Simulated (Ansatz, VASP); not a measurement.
# SnO2 in VASP and in Ansatz

INCAR

```
ALGO = Normal ; EDIFF = 1E-6
ENCUT = 600 ; GGA = PS
GGA_COMPAT = False ; ISIF = 2
ISMEAR = -1 ; LASPH = True
LCHARG = False ; LREAL = False
LWAVE = False ; NBANDS = 64
NELM = 120 ; PREC = Accurate
SIGMA = 0.05
```

KPOINTS

```
k-points
0
Gamma
  6 6 6
```

File POSCAR:

```
SnO2
1.0
   -3.2488970000      3.4144700000      3.4140210000
    3.2488970000     -3.4144700000      3.4140210000
    3.2488970000      3.4144700000     -3.4140210000
Sn O
4 8
Direct
    0.5000000000      0.0000000000      0.0000000000
    0.5000000000      0.5000000000      0.5000000000
    0.0035990000      0.7535990000      0.2500000000
    0.9964010000      0.2464010000      0.7500000000
    0.8064960000      0.8037740000      0.4972780000
    0.8064960000      0.3092180000      0.0027220000
    0.3024350000      0.2459400000      0.0564950000
    0.6894450000      0.2459400000      0.4435050000
    0.3105550000      0.7540600000      0.5564950000
    0.1935040000      0.6907820000      0.9972780000
    0.6975650000      0.7540600000      0.9435050000
    0.1935040000      0.1962260000      0.5027220000
```

Contents of input.yaml:

```yaml
crystal:
  lattice:
    - [-3.248897, 3.41447, 3.414021]
    - [3.248897, -3.41447, 3.414021]
    - [3.248897, 3.41447, -3.414021]
  atoms:
    - { symbol: Sn, position: [0.5, 0.0, 0.0] }
    - { symbol: Sn, position: [0.5, 0.5, 0.5] }
    - { symbol: Sn, position: [0.003599, 0.753599, 0.25] }
    - { symbol: Sn, position: [0.996401, 0.246401, 0.75] }
    - { symbol: O, position: [0.806496, 0.803774, 0.497278] }
    - { symbol: O, position: [0.806496, 0.309218, 0.002722] }
    - { symbol: O, position: [0.302435, 0.24594, 0.056495] }
    - { symbol: O, position: [0.689445, 0.24594, 0.443505] }
    - { symbol: O, position: [0.310555, 0.75406, 0.556495] }
    - { symbol: O, position: [0.193504, 0.690782, 0.997278] }
    - { symbol: O, position: [0.697565, 0.75406, 0.943505] }
    - { symbol: O, position: [0.193504, 0.196226, 0.502722] }
hamiltonian:
  xc: pbesol
  pseudopotentials: { kind: paw }
kpoints:
  mp_grid: { grid: [6, 6, 6] }
scf:
  occupations: { method: fermi_dirac, width: 0.05 }
output:
  forces: true
  stress: true
  eigenvalues: true
  write_density: true
  write_potential: true
  elf: true
  volumetric_format: npy
```

Alike in both runs: task single point; functional PBEsol; k mesh 6 × 6 × 6; occupations fermi-dirac, width 0.05 eV; no spin polarisation.

|  | VASP | Ansatz |
| --- | --- | --- |
| version | VASP 6.6.1 | Ansatz 0.2.0 |
| potentials or method | VASP PAW PBE potentials, release 64 (Sn_d, O) | Ansatz PAW |
| plane-wave cutoff (eV) | 600 | 420 |
| valence electrons in the cell | 104 | 104 |

```csv
,VASP,Ansatz,Ansatz less VASP
gap on the k mesh at the Fermi level (eV),0.53,0.53,+0.006
least direct gap on the mesh (eV),0.53,0.53,+0.006
pressure (GPa),-6.1,-6.6,-0.43
"traceless stress, the component that is largest in VASP (GPa)",-0.98,-1.16,-0.180
rms of the force components (eV/Å),0.042,0.048,+0.0062
```

VASP's potentials were made for PBE, not for PBEsol. Atom by atom the forces differ by 0.007 eV/Å (rms over components).
